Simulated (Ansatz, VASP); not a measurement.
# Two plane-wave programs on TaAs

```xyz
4
Lattice="-1.7203 1.7203 5.8630 1.7203 -1.7203 5.8630 1.7203 1.7203 -5.8630" Properties=species:S:1:pos:R:3 pbc="T T T"
Ta    1.7203    0.0000    5.8631
Ta    0.0000    0.0000    8.7946
As    1.7203    0.0000    0.9684
As    0.0000    0.0000    3.8999
```

Alike in both runs: task single point; functional r2SCAN; k mesh 10 × 10 × 10; occupations fermi-dirac, width 0.02 eV; no spin polarisation.

|  | VASP | Ansatz |
| --- | --- | --- |
| version | VASP 6.6.1 | Ansatz 0.2.0 |
| potentials or method | VASP PAW PBE potentials, release 64 (Ta_pv, As) | plane waves, PAW |
| plane-wave cutoff (eV) | 520 | 500 |
| valence electrons in the cell | 32 | 56 |

```csv
,VASP,Ansatz,Ansatz less VASP
pressure (GPa),0.5,0.0,-0.50
"traceless stress, the component that is largest in VASP (GPa)",-0.06,-0.01,+0.045
```

VASP's potentials were made for PBE, not for r2SCAN. VASP's potentials hold 32 valence electrons a cell and Ansatz's 56, so a difference there can come from the potentials and not from the codes.

Spin-orbit coupling is off throughout.
